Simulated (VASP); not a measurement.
Here is a VASP 6.6.1 calculation.

Contents of INCAR:

```
PREC = Accurate ; ENCUT = 520
EDIFF = 1E-7 ; ISMEAR = -1
SIGMA = 0.1 ; LREAL = F
LASPH = T ; NELM = 100
ALGO = Normal ; ISIF = 2
LWAVE = F ; LCHARG = F
GGA = CA ; NBANDS = 40
```

Contents of KPOINTS:

```
regular mesh
0
Gamma
  11 11 3
```

Contents of POSCAR:

```
LiNbF2
1.0
    1.5238595920      2.6394022369      0.0000000000
   -1.5238595920      2.6394022369      0.0000000000
    0.0000000000      0.0000000000     10.9127321300
Li Nb F
2 2 4
Direct
    0.0000000000      0.0000000000      0.0000000000
    0.0000000000      0.0000000000      0.5000000000
    0.3333333333      0.3333333333      0.7500000000
    0.6666666667      0.6666666667      0.2500000000
    0.3333333333      0.3333333333      0.0866287580
    0.6666666667      0.6666666667      0.5866287580
    0.3333333333      0.3333333333      0.4133712420
    0.6666666667      0.6666666667      0.9133712420
```

Potentials or basis: VASP PAW LDA potentials, release 64 (Li_sv, Nb_sv, F).

Command:

```console
$ cat potpaw_LDA.64/Li_sv/POTCAR potpaw_LDA.64/Nb_sv/POTCAR potpaw_LDA.64/F/POTCAR > POTCAR
$ mpirun -np 1 vasp_std > vasp.out
```

Q: Estimate the largest force.

A: 0.017 eV/Å.

Q: Predict the band gap on the k mesh.

A: Zero (bands 30 and 31 overlap by 0.22 eV).

Forces on the atoms (eV/Å):
```
Li   0.000  0.000  0.000
Li   0.000  0.000  0.000
Nb   0.000  0.000  0.000
Nb   0.000  0.000  0.000
F    0.000  0.000 -0.017
F    0.000  0.000 -0.017
F    0.000  0.000  0.017
F    0.000  0.000  0.017
```
